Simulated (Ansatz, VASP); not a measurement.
**One calculation of Ir, two programs**

File INCAR:

```
  PREC = Accurate
  ENCUT = 520
  EDIFF = 1E-6
  ISMEAR = 0
  SIGMA = 0.15
  LREAL = False
  LASPH = True
  NELM = 100
  ALGO = Fast
  ISIF = 2
  LWAVE = False
  LCHARG = False
  GGA = PE
  NBANDS = 10
```

The input KPOINTS:

```
regular mesh
0
Gamma
  22 22 22
```

POSCAR

```
Ir
1.0
    0.0000000000      1.7661240000      1.9197000000
    1.7661240000      0.0000000000      1.9197000000
    1.7661240000      1.7661240000      0.0000000000
Ir
1
Direct
    0.0000000000      0.0000000000      0.0000000000
```

Input for Ansatz:

```yaml
crystal:
  lattice:
    - [0.0, 1.766124, 1.9197]
    - [1.766124, 0.0, 1.9197]
    - [1.766124, 1.766124, 0.0]
  atoms:
    - { symbol: Ir, position: [0.0, 0.0, 0.0] }
basis:
  ecutwfc: 420
kpoints:
  mp_grid: { grid: [22, 22, 22] }
hamiltonian:
  xc: pbe
scf:
  occupations: { method: gaussian, width: 0.15 }
output:
  forces: true
  stress: true
  eigenvalues: true
```

Change from the starting cell: strain -0.080 along x and y, +0.000 along z, atoms carried along.

Alike in both runs: task single point; functional PBE; k mesh 22 × 22 × 22; occupations gaussian, width 0.15 eV; no spin polarisation.

|  | VASP | Ansatz |
| --- | --- | --- |
| version | VASP 6.6.1 | Ansatz 0.2.0 |
| potentials or method | VASP PAW PBE potentials, release 64 (Ir), cutoff 520 eV | scalar-relativistic, plane waves, PAW |
| valence electrons in the cell | 9 | 17 |

|  | VASP | Ansatz | Ansatz less VASP |
| --- | --- | --- | --- |
| gap on the k mesh at the Fermi level (eV) | none | none | - |
| pressure (GPa) | 112.1 | 109.8 | -2.30 |
| traceless stress, the component that is largest in VASP (GPa) | -34.24 | -34.31 | -0.073 |

A gap of «none» marks a metal or a gap that the smearing closes. Both programs put the cell under a high pressure, so it lies far from rest at this level. VASP's potentials hold 9 valence electrons a cell and Ansatz's 17, so a difference there can come from the potentials and not from the codes.

Spin-orbit coupling is off throughout. Noted on VASP's run: the cell as given lies far from equilibrium.
